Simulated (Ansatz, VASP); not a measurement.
Two plane-wave programs on C

```
C
1.0
     2.49990    0.00000    0.00000
    -1.24995    2.16498    0.00000
     0.00000    0.00000    5.96427
C
4
Direct
  0.00000 0.00000 0.00250
  0.00000 0.00000 0.50250
  0.33333 0.66667 0.00250
  0.66667 0.33333 0.50250
```

Alike in both runs: task single point; functional PBE; dispersion D3(BJ); k mesh 21 × 21 × 8; occupations gaussian, width 0.15 eV; no spin polarisation.

```csv
,VASP,Ansatz
version,VASP 6.6.1,Ansatz 0.2.0
potentials or method,"VASP PAW PBE potentials, release 64 (C), cutoff 600 eV","scalar-relativistic, plane waves, PAW"
valence electrons in the cell,16,16
```

|  | VASP | Ansatz | Ansatz less VASP |
| --- | --- | --- | --- |
| gap on the k mesh at the Fermi level (eV) | none | none | - |
| pressure (GPa) | -10.6 | -10.6 | -0.01 |
| traceless stress, the component that is largest in VASP (GPa) | 18.55 | 18.91 | +0.360 |

A gap of «none» marks a metal or a gap that the smearing closes.
